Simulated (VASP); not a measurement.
# GaAs (I4/mmm) in VASP: further runs

The runs below take GaAs through relaxation of cell and atoms, single point, with PBE.

Everything below comes from runs of VASP 6.6.1. Logs are shortened: lines on timing, memory, paths and dates and some standing lists are left out, and cuts for length are marked.

### 1 The cell of the first run

It takes space group I4/mmm (No. 139, tetragonal). The conventional cell has a = 3.762 Å, b = 3.762 Å, c = 6.052 Å, α = 90.00°, β = 90.00°, γ = 90.00°. Ga (site symmetry 4/mmm) has 6 As at 2.66 to 3.03 Å within 3.5 Å. Within 3.5 Å of As (site symmetry 4/mmm) lie 6 Ga at 2.66 to 3.03 Å.

### 2 Relaxation of cell and atoms, PBE

INCAR reads:

```
ALGO = Normal
EDIFF = 1E-6
EDIFFG = -0.01
ENCUT = 600
GGA = PE
IBRION = 2
ISIF = 3
ISMEAR = 0
LASPH = T
LCHARG = F
LREAL = F
LWAVE = F
NELM = 100
NSW = 100
PREC = Accurate
SIGMA = 0.1
```

KPOINTS reads:

```
k-points
0
Gamma
  20 20 20
```

POSCAR reads:

```
GaAs
1.0
   -1.8807739600      1.8807739600      3.0258508800
    1.8807739600     -1.8807739600      3.0258508800
    1.8807739600      1.8807739600     -3.0258508800
Ga As
1 1
Direct
    0.0000000000      0.0000000000      0.0000000000
    0.5000000000      0.5000000000      0.0000000000
```

Potentials or basis: VASP PAW PBE potentials, release 64 (Ga_d, As).

Run with:

```
$ cat potpaw_PBE.64/Ga_d/POTCAR potpaw_PBE.64/As/POTCAR > POTCAR
$ mpirun -np 1 vasp_std > vasp.out
```

OUTCAR:

```text
EDIFF = 1E-6
   EDIFFG = -0.01
   ENCUT = 600
   GGA = PE
   IBRION = 2
   ISIF = 3
   ISMEAR = 0
   LASPH = T
   LREAL = F
   NELM = 100
   NSW = 100
   PREC = Accurate

 ion  position               nearest neighbor table
   1  0.000  0.000  0.000-   2 2.66   2 2.66   2 2.66   2 2.66
   2  0.500  0.500  0.000-   1 2.66   1 2.66   1 2.66   1 2.66

  LATTYP: Found a body centered tetragonal cell.
 ALAT       =     3.7615479200
 C/A-ratio  =     1.6088328233

  Lattice vectors:

 A1 = (  -1.8807739600,   1.8807739600,   3.0258508800)
 A2 = (   1.8807739600,  -1.8807739600,   3.0258508800)
 A3 = (   1.8807739600,   1.8807739600,  -3.0258508800)

Analysis of symmetry for initial positions (statically):
=====================================================================
 Subroutine PRICEL returns:
 Original cell was already a primitive cell.

 Routine SETGRP: Setting up the symmetry group for a
 body centered tetragonal supercell.

 Subroutine GETGRP returns: Found 16 space group operations
 (whereof 16 operations were pure point group operations)
 out of a pool of 16 trial point group operations.

The static configuration has the point symmetry D_4h.

Analysis of symmetry for dynamics (positions and initial velocities):
=====================================================================
 Subroutine PRICEL returns:
 Original cell was already a primitive cell.

 Routine SETGRP: Setting up the symmetry group for a
 body centered tetragonal supercell.

 Subroutine GETGRP returns: Found 16 space group operations
 (whereof 16 operations were pure point group operations)
 out of a pool of 16 trial point group operations.

The dynamic configuration has the point symmetry D_4h.

 Subroutine INISYM returns: Found 16 space group operations
 (whereof 16 operations are pure point group operations),
 and found     1 'primitive' translations

----------------------------------------------------------------------------------------

                                     Primitive cell

  volume of cell :      42.8135

  direct lattice vectors                    reciprocal lattice vectors
    -1.880773960  1.880773960  3.025850880     0.000000000  0.265848002  0.165242776
     1.880773960 -1.880773960  3.025850880     0.265848002  0.000000000  0.165242776
     1.880773960  1.880773960 -3.025850880     0.265848002  0.265848002  0.000000000

  length of vectors
     4.028696430  4.028696430  4.028696430     0.313018107  0.313018107  0.375965850

  position of ions in fractional coordinates (direct lattice)
     0.000000000  0.000000000  0.000000000
     0.500000000  0.500000000  0.000000000

  ion indices of the primitive-cell ions
   primitive index   ion index
                 1           1
                 2           2

----------------------------------------------------------------------------------------

 KPOINTS: k-points

Automatic generation of k-mesh.
 Grid dimensions read from file:
 generate k-points for:   20   20   20

 Generating k-lattice:

  Cartesian coordinates                     Fractional coordinates (reciprocal lattice)
     0.000000000  0.013292400  0.008262139     0.050000000  0.000000000  0.000000000
     0.013292400  0.000000000  0.008262139     0.000000000  0.050000000  0.000000000
     0.013292400  0.013292400  0.000000000     0.000000000  0.000000000  0.050000000

  Length of vectors
     0.015650905  0.015650905  0.018798293

  Shift w.r.t. Gamma in fractional coordinates (k-lattice)
     0.000000000  0.000000000  0.000000000

 Subroutine IBZKPT returns following result:
 ===========================================

 Found    641 irreducible k-points:

 Following reciprocal coordinates:
            Coordinates               Weight
  0.000000  0.000000  0.000000      1.000000
  0.050000 -0.000000  0.000000      8.000000
  0.100000  0.000000  0.000000      8.000000
  0.150000 -0.000000  0.000000      8.000000
  0.200000  0.000000  0.000000      8.000000
  0.250000 -0.000000  0.000000      8.000000
[... 16 lines left out ...]
 -0.400000  0.050000 -0.000000     16.000000
 -0.350000  0.050000 -0.000000     16.000000
 [... further k-points ...]
   k-points           NKPTS =    641   k-points in BZ     NKDIM =    641   number of bands    NBANDS=     13
   number of dos      NEDOS =    301   number of ions     NIONS =      2
   total plane-waves  NPLWV =  32768
   dimension x,y,z NGX =    32 NGY =   32 NGZ =   32
   dimension x,y,z NGXF=    64 NGYF=   64 NGZF=   64
   ions per type =               1   1
   NGX,Y,Z   is equivalent  to a cutoff of  13.20, 13.20, 13.20 a.u.
   NGXF,Y,Z  is equivalent  to a cutoff of  26.41, 26.41, 26.41 a.u.
 SYSTEM =  unknown system
   PREC   = accura    normal or accurate (medium, high low for compatibility)
   ISTART =      0    job   : 0-new  1-cont  2-samecut
   ICHARG =      2    charge: 1-file 2-atom 10-const
   ISPIN  =      1    spin polarized calculation?
   LNONCOLLINEAR =      F non collinear calculations
   LSORBIT =      F    spin-orbit coupling
   LASPH  =      T    aspherical Exc in radial PAW
   ENCUT  =  600.0 eV  44.10 Ry    6.64 a.u.   8.05  8.05  8.05*2*pi/ulx,y,z
   NELM   =    100;   NELMIN=  2; NELMDL= -5     # of ELM steps
   EDIFF  = 0.1E-05   stopping-criterion for ELM
   LREAL  =      F    real-space projection
   EDIFFG = -.1E-01   stopping-criterion for IOM
   NSW    =    100    number of steps for IOM
   IBRION =      2    ionic relax: 0-MD 1-quasi-New 2-CG
   NFREE  =      1    steps in history (QN), initial steepest desc. (CG)
   ISIF   =      3    stress and relaxation
   ISYM   =      2    0-nonsym 1-usesym 2-fastsym
   POTIM  = 0.5000    time-step for ionic-motion
   TEBEG  =    0.0;   TEEND  =   0.0 temperature during run
   PSTRESS=    0.0 pullay stress
   NELECT =      18.0000    total number of electrons
   NUPDOWN=      -1.0000    fix difference up-down
   EMIN   =  10.00;   EMAX   =-10.00  energy-range for DOS
   EFERMI =   0.00;   METHOD = LEGACY
   ISMEAR =     0;   SIGMA  =   0.10  broadening in eV -4-tet -1-fermi 0-gaus
   EFERMI_NEDOS =   21; number of points for ismear=-14 and -15
   IALGO  =     38    algorithm
   IMIX   =      4    mixing-type and parameters
     AMIX     =   0.40;   BMIX     =  1.00
     AMIX_MAG =   1.60;   BMIX_MAG =  1.00
  volume/ion in A,a.u.               =      21.41       144.46
  Fermi-wavevector in a.u.,A,eV,Ry     =   1.226419  2.317595 20.464561  1.504103
  Thomas-Fermi vector in A             =   2.361420
   LORBIT       =      0    0 simple, 1 ext, 2 COOP (PROOUT), +10 PAW based schemes
   GGA     = PE    functional components
   LHFCALC =     F    Hartree Fock is set to
   AEXX    =    0.0000 exact exchange contribution
   IVDW    =     0    specifies the selected vdW correction
   LEPSILON=     F    determine dielectric tensor
   LRPA    =     F    only Hartree local field effects (RPA)
 conjugate gradient relaxation of ions
 non-spin polarized calculation
 Gauss-broadening in eV      SIGMA  =   0.10
  energy-cutoff  :      600.00
  volume of cell :       42.81
 maximum number of plane-waves:      1456
   NGX = 17   NGY = 17   NGZ = 17

--------------------------------------- Ionic step        1  -------------------------------------------

 number of electron      17.9999992 magnetization

 Free energy of the ion-electron system (eV)
  ---------------------------------------------------
  ext. energy  EPLUGINS =         0.00000000
  ---------------------------------------------------
  free energy    TOTEN  =        -7.50104137 eV

  energy without entropy =       -7.49626060  energy(sigma->0) =       -7.49865099

------------------------ aborting loop because EDIFF is reached ----------------------------------------

  FORCE on cell =-STRESS in cart. coord.  units (eV):
  Direction    XX          YY          ZZ          XY          YZ          ZX
  --------------------------------------------------------------------------------------
  -------------------------------------------------------------------------------------
  Total       -0.3298465     -0.3298465     -1.9840093      0.0000000      0.0000000     -0.0000000
  in kB      -12.3435961    -12.3435961    -74.2460859      0.0000000      0.0000000     -0.0000000
  external PRESSURE =     -32.9777594 kB  Pullay stress =       0.0000000 kB
[... 89 lines left out ...]
  FREE ENERGIE OF THE ION-ELECTRON SYSTEM (eV)
  ---------------------------------------------------
  free  energy   TOTEN  =        -7.6001078677 eV

  energy  without entropy=       -7.5953557637  energy(sigma->0) =       -7.59773182

[... ionic steps 4 to 9 ...]

--------------------------------------- Ionic step       10  -------------------------------------------

 number of electron      18.0000006 magnetization

------------------------ aborting loop because EDIFF is reached ----------------------------------------
[... 67 lines left out ...]
--------------------------------------- Ionic step       12  -------------------------------------------

 number of electron      18.0000006 magnetization

 Free energy of the ion-electron system (eV)
  ---------------------------------------------------
  ext. energy  EPLUGINS =         0.00000000
  ---------------------------------------------------
  free energy    TOTEN  =        -7.63412309 eV

  energy without entropy =       -7.62876943  energy(sigma->0) =       -7.63144626

 E-fermi :   5.2017     XC(G=0): -10.5952

 val. band max:        5.1973862602   @ k =   0.4000   0.3000   0.0500
 cond. band min:       5.2086768974   @ k =  -0.0500  -0.1500   0.0500
 fundamental gap:      0.0112906372
 Fermi energy:         5.2017185816

 k-point     1 :       0.0000    0.0000    0.0000
  band No.  band energies     occupation
      1      -9.5610      2.00000
      2      -9.5604      2.00000
      3      -9.5415      2.00000
      4      -9.5415      2.00000
      5      -9.5411      2.00000
      6      -7.8652      2.00000
      7       5.0673      1.94279
      8       5.2498      0.49674
      9       5.2498      0.49659
     10       5.2498      0.49659
     11      12.5203      0.00000
     12      12.5204      0.00000
     13      12.7944      0.00000
[... 354 lines left out ...]
  band No.  band energies     occupation
      1      -9.5875      2.00000
      2      -9.5796      2.00000
      3      -9.5455      2.00000
      4      -9.5216      2.00000
      5      -9.5179      2.00000
      6      -6.4631      2.00000
      7      -0.7745      2.00000
      8       4.9612      1.99933
      9       5.3136      0.11348
     10       7.9277      0.00000
     11       8.4371      0.00000
     12       9.4638      0.00000
     13      10.3873      0.00000

 [... further k-points ...]

------------------------ aborting loop because EDIFF is reached ----------------------------------------

  FORCE on cell =-STRESS in cart. coord.  units (eV):
  Direction    XX          YY          ZZ          XY          YZ          ZX
  --------------------------------------------------------------------------------------
  -------------------------------------------------------------------------------------
  Total       -0.0117411     -0.0117411     -0.0084177      0.0000000      0.0000000     -0.0000000
  in kB       -0.4794696     -0.4794696     -0.3437509      0.0000000      0.0000000     -0.0000000
  external PRESSURE =      -0.4342300 kB  Pullay stress =       0.0000000 kB
[... 17 lines left out ...]
  FREE ENERGIE OF THE ION-ELECTRON SYSTEM (eV)
  ---------------------------------------------------
  free  energy   TOTEN  =        -7.6341230853 eV

  energy  without entropy=       -7.6287694303  energy(sigma->0) =       -7.63144626

 reached required accuracy - stopping structural energy minimisation
```

Run time: 36 min. Hardware: 1 thread of AMD EPYC 9R45 (Zen 5), shared host; peak memory 0.61 GiB.

What came out:

| Property | Result |
| --- | --- |
| Free energy | -7.6341 eV |
| Relaxed volume | 19.62 Å³/atom |
| Relaxed cell | a = 3.814 Å, b = 3.814 Å, c = 3.814 Å, α = 120.00°, β = 120.00°, γ = 90.00° |
| Space group after relaxing (to 0.05 Å) | Fm-3m (No. 225) |
| Energy gained by relaxing | 66.5 meV/atom |
| Ionic steps | 12 |
| Pressure after relaxing | 0.0 GPa |
| Band gap on the k mesh | zero (band 9 reaches 5.81 eV, above the bottom of band 10 at 2.70 eV) |

Step by step:
| step | energy change (eV) | largest force (eV/Å) | pressure (GPa) | volume (Å³) |
| --- | --- | --- | --- | --- |
| 1 | 0.0000 | 0.0000 | -3.30 | 42.81 |
| 2 | -0.0796 | 0.0000 | -0.45 | 40.12 |
| 3 | -0.0991 | 0.0000 | 1.74 | 38.65 |
| 4 | -0.1003 | 0.0000 | 2.50 | 38.22 |
| 5 | -0.1289 | 0.0000 | 1.55 | 38.46 |
| 6 | -0.1291 | 0.0000 | 1.56 | 38.44 |
| 7 | -0.1323 | 0.0000 | -0.62 | 39.60 |
| 8 | -0.1331 | 0.0000 | 0.04 | 39.24 |
| 9 | -0.1331 | 0.0000 | -0.05 | 39.26 |
| 10 | -0.1331 | 0.0000 | 0.05 | 39.22 |
| 11 | -0.1331 | 0.0000 | 0.07 | 39.22 |
| 12 | -0.1331 | 0.0000 | -0.04 | 39.23 |

Final structure:
```yaml
crystal:
  lattice:
    - [-1.90707, 1.90707, 2.69692]
    - [1.90707, -1.90707, 2.69692]
    - [1.90707, 1.90707, -2.69692]
  atoms:
    - { symbol: Ga, position: [0.00000, 0.00000, 0.00000] }
    - { symbol: As, position: [0.50000, 0.50000, 0.00000] }
```

### 3 Single point, PBE

INCAR reads:

```
SYSTEM = GaAs
ALGO     = Normal         ! electronic algorithm
EDIFF    = 1E-6           ! SCF threshold, eV
ENCUT    = 520            ! plane-wave cutoff, eV
GGA      = PE             ! functional
ISIF     = 2              ! what is computed and relaxed
ISMEAR   = 0              ! smearing method
LASPH    = .TRUE.         ! aspherical terms in the spheres
LCHARG   = .TRUE.         ! write CHGCAR
LELF     = .TRUE.         ! ELF
LREAL    = .FALSE.        ! projectors in reciprocal space
LVHAR    = .TRUE.       
LWAVE    = .FALSE.        ! write WAVECAR
NBANDS   = 16             ! bands
NELM     = 100            ! most SCF steps
PREC     = Accurate       ! precision mode
SIGMA    = 0.1            ! smearing width, eV
```

KPOINTS reads:

```
k-points
0
G
  6 6 6
  0 0 0
```

POSCAR is that of step 2.

Potentials or basis: VASP PAW PBE potentials, release 64 (Ga_d, As).

Run with:

```
$ cat potpaw_PBE.64/Ga_d/POTCAR potpaw_PBE.64/As/POTCAR > POTCAR
$ mpirun -np 1 vasp_std > vasp.out
```

Wall time 51 s (1 thread of Intel Xeon 8259CL, shared host); peak memory 0.17 GiB.

It converged, with:

- Free energy: -7.5224 eV
- Pressure: -3.3 GPa
- Band gap on the k mesh: zero (band 9 reaches 4.87 eV, above the bottom of band 10 at 2.45 eV)

Stress tensor (GPa, compression positive):
```
-1.01  0.00  0.00
 0.00 -1.01  0.00
 0.00  0.00 -7.86
```

Levels at points of the mesh, in eV from the Fermi level:
```csv
k point,band 6,band 7,band 8,band 9,band 10,band 11,band 12,band 13
"(0.00, 0.00, 0.00)",-12.59,-0.79,-0.50,-0.50,0.73,4.91,6.56,7.66
"(0.50, 0.00, 0.00)",-10.65,-7.26,-0.28,0.44,1.79,3.25,3.30,3.96
"(0.50, 0.50, 0.00)",-9.60,-5.06,-4.08,-3.29,-1.69,3.66,7.06,11.07
"(0.50, 0.50, 0.50)",-10.71,-4.93,-2.81,-1.98,-1.98,4.11,9.43,9.74
```

Caveat: the k points lie up to 0.39 Å⁻¹ apart.
